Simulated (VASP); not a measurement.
Wanted: the native input for a VASP 6.6.1 run.

```
Task                   : single point
Functional             : PBE
Potentials or basis    : VASP PAW PBE potentials, release 64 (Ho_3, O), 4f in core
Cutoff                 : 600 eV
k mesh                 : 4 × 4 × 4
Occupations            : gaussian, width 0.1 eV
Spin                   : no spin polarisation
Dipole correction      : no
Further INCAR settings : ALGO = Normal; EDIFF = 1e-06; NBANDS = 33
```

The structure of Ho2O lies in POSCAR:

```
Ho2O
1.0
    0.0000000000      3.3309130971      5.2732897134
    3.3354456021      0.0000000000      5.2732897134
    3.3354456021      3.3309130971      0.0000000000
Ho O
4 2
Direct
    0.2644786195      0.2644786195      0.7355213805
    0.7355213805      0.7355213805      0.2644786195
    0.5144786195      0.5144786195      0.9855213805
    0.9855213805      0.9855213805      0.5144786195
    0.5000000000      0.5000000000      0.5000000000
    0.7500000000      0.7500000000      0.7500000000
```

The cell was generated, and may not be a known phase.

The input as run:

INCAR

```
SYSTEM = Ho2O
ALGO = Normal ; EDIFF = 1E-6
ENCUT = 600 ; GGA = PE
GGA_COMPAT = .False. ; ISIF = 2
ISMEAR = 0 ; LASPH = .True.
LCHARG = .False. ; LMAXMIX = 6
LREAL = .False. ; LWAVE = .False.
NBANDS = 33 ; NELM = 200
PREC = Accurate ; SIGMA = 0.1
```

KPOINTS

```
k-points
0
Gamma
  4 4 4
  0 0 0
```

Potentials or basis: VASP PAW PBE potentials, release 64 (Ho_3, O), 4f in core.

Launch:

```console
$ cat potpaw_PBE.64/Ho_3/POTCAR potpaw_PBE.64/O/POTCAR > POTCAR
$ mpirun -np 1 vasp_std > vasp.out
```

It gave:

```
Pressure               : 0.7 GPa
Band gap on the k mesh : zero (bands 24 and 25 overlap by 1.29 eV)
```

Caveat: the k points lie up to 0.37 Å⁻¹ apart, too coarse for converged energies and pressures of a metal; spin-orbit coupling is left out, which moves the levels of the heavy elements; the 4f electrons are frozen in the core, so they carry no moment and show no levels; the run has no spin polarisation, though such a crystal can be magnetic.

Wall time 2.4 min on 1 thread of Intel(R) Xeon(R) Platinum 8259CL CPU @ 2.50GHz (Skylake/Cascade Lake), on a shared host, peak memory 0.34 GiB.
